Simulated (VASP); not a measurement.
Input of a VASP 6.6.1 run:

File INCAR:

```
PREC = Accurate
ENCUT = 520
EDIFF = 1E-6
ISMEAR = 0
SIGMA = 0.15
LREAL = False
LASPH = True
NELM = 80
ALGO = Fast
ISIF = 2
LWAVE = False
LCHARG = False
GGA = PS
NBANDS = 17
```

The input KPOINTS:

```
Automatic mesh
0
Gamma
  12 12 8
```

File POSCAR:

```
Sr
1.0
    4.1945366888      0.0000000000      0.0000000000
   -2.0972683444      3.6325753296      0.0000000000
    0.0000000000      0.0000000000      6.8785266073
Sr
2
Direct
    0.3333333333      0.6666666667      0.2283819983
    0.6666666667      0.3333333333      0.7716180017
```

Potentials or basis: VASP PAW PBE potentials, release 64 (Sr_sv).

The run is started by

```console
$ cat potpaw_PBE.64/Sr_sv/POTCAR > POTCAR
$ mpirun -np 1 vasp_std > vasp.out
```

(1) Predict the band gap on the k mesh.

(2) What does it give for the largest force?

(3) What does it give for the pressure?

Results:

(1) zero (bands 10 and 11 overlap by 0.33 eV).

(2) 0.456 eV/Å.

(3) 0.2 GPa.

Caveat: the cell differs from its parent crystal (atoms displaced along a vibrational mode); the PAW data sets were made with another functional, which shifts forces and pressure a little.
